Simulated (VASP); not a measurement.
# TiC: single point with PBEsol

TiC:

```
Ti C
1.0
     0.00000    2.13154    2.16400
     2.13154    0.00000    2.16400
     2.13154    2.13154    0.00000
Ti C
1 1
Direct
  0.00000 0.00000 0.00000
  0.50000 0.50000 0.50000
```

This cell differs from its parent crystal: strain -0.015 along x and y, +0.000 along z.

```yaml
Program: VASP 6.6.1
Task: single point
Functional: PBEsol
Potentials_or_basis: VASP PAW PBE potentials, release 64 (Ti_sv, C)
Cutoff: 520 eV
k_mesh: 18 × 18 × 18
Occupations: gaussian, width 0.15 eV
Spin: no spin polarisation
Dipole_correction: no
Further_INCAR_settings: ALGO = Normal; EDIFF = 1e-07; NBANDS = 15
```

* Pressure: 2.0 GPa
* Band gap on the k mesh: zero (bands 8 and 9 overlap by 1.17 eV)

Stress tensor (GPa, compression positive):
```
 4.20  0.00  0.00
 0.00  4.20  0.00
 0.00  0.00 -2.37
```

Levels at points of the mesh, in eV from the Fermi level:
| k point | band 4 | band 5 | band 6 | band 7 | band 8 | band 9 | band 10 | band 11 | band 12 | band 13 |
| --- | --- | --- | --- | --- | --- | --- | --- | --- | --- | --- |
| (0.00, 0.00, 0.00) | -32.34 | -12.52 | 0.60 | 0.71 | 0.71 | 1.70 | 1.73 | 1.77 | 1.77 | 1.85 |
| (0.50, 0.00, 0.00) | -32.39 | -8.83 | -6.03 | -3.02 | -2.99 | 3.02 | 3.08 | 4.30 | 8.34 | 8.42 |
| (0.50, 0.50, 0.00) | -32.52 | -10.21 | -3.57 | -1.76 | 0.08 | 0.08 | 2.85 | 3.68 | 3.68 | 6.08 |
| (0.50, 0.00, 0.50) | -32.54 | -10.18 | -3.41 | -1.78 | -0.04 | -0.02 | 2.86 | 3.64 | 3.74 | 6.23 |

It took 2.3 min on 1 thread of Intel(R) Xeon(R) Platinum 8259CL CPU @ 2.50GHz (Skylake/Cascade Lake), on a shared host, peak memory 0.26 GiB.

Caveat: the cell differs from its parent crystal (strain -0.015 along x and y, +0.000 along z); the stress differs along the axes, from -2 to 4 GPa; the PAW data sets were made with another functional, which shifts forces and pressure a little.
